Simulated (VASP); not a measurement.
Write the native input for VASP 6.6.1 that does the following.

* Task: single point
* Functional: PBE
* Dispersion: D3(BJ)
* Potentials or basis: VASP PAW PBE potentials, release 64 (W_sv, C)
* Cutoff: 520 eV
* k mesh: 2 × 2 × 2
* Occupations: fermi-dirac, width 0.24 eV
* Spin: no spin polarisation
* Dipole correction: no
* Further INCAR settings: LREAL = Auto; ALGO = Normal; EDIFF = 1e-07; NBANDS = 86

The structure of WC lies in POSCAR:

```
WC
1.0
   -2.9017000000     -5.0258920000      0.0000000000
    4.3525500000     -2.5129460000      0.0000000000
    0.0000000000      0.0000000000      5.6680000000
W C
8 8
Direct
    0.7432228971      0.4952521810     -0.0248059280
    0.7734564011      0.5275846203      0.4915137615
    0.5026922707      0.0033916122      0.0223182781
    0.5057418634      0.0068031763      0.5138320395
    0.2442197055      0.5284149106     -0.0041637262
    0.2536521763      0.4844797923      0.5237826394
    0.0065040436      0.0021534005      0.0241354975
   -0.0194124342      0.0087008626      0.5107445307
    0.5057684482      0.6949462513      0.2626146789
    0.4833426662      0.6647862551      0.7639378970
    0.2660996283      0.2046251718      0.2836979534
    0.2244326282      0.1143780444      0.7473712068
    0.0311851271      0.6679279694      0.2680486944
    0.0012372220      0.7172783879      0.7366972477
    0.7461299815      0.1847756757      0.2666549047
    0.7673076224      0.1223642526      0.7500882145
```

The input as run:

INCAR

```
SYSTEM = WC
  PREC = Accurate
  ENCUT = 520
  EDIFF = 1E-7
  ISMEAR = -1
  SIGMA = 0.24
  LREAL = Auto
  LASPH = .True.
  NELM = 80
  ALGO = Normal
  ISIF = 2
  LWAVE = .False.
  LCHARG = .False.
  GGA = PE
  IVDW = 12
  NBANDS = 86
```

KPOINTS

```
Automatic mesh
0
Gamma
  2 2 2
  0 0 0
```

Potentials or basis: VASP PAW PBE potentials, release 64 (W_sv, C).

The run is started by

```sh
$ cat potpaw_PBE.64/W_sv/POTCAR potpaw_PBE.64/C/POTCAR > POTCAR
$ mpirun -np 1 vasp_std > vasp.out
```

It gave:

```yaml
Pressure: 13.3 GPa
Largest_force: 6.646 eV/Å
Band_gap_on_the_k_mesh: zero (bands 72 and 73 overlap by 0.02 eV)
Dispersion_energy_per_atom: -0.464 eV
```

Caveat: the k points lie up to 0.63 Å⁻¹ apart; spin-orbit coupling is left out, which moves the levels of the heavy elements; forces of over 1 eV/Å act on the atoms, so gaps and moduli don't describe the material at rest.

Run time: 2.5 min on 1 thread of Intel(R) Xeon(R) 6975P-C (Granite Rapids), with other jobs on the host, peak memory 0.3 GiB.
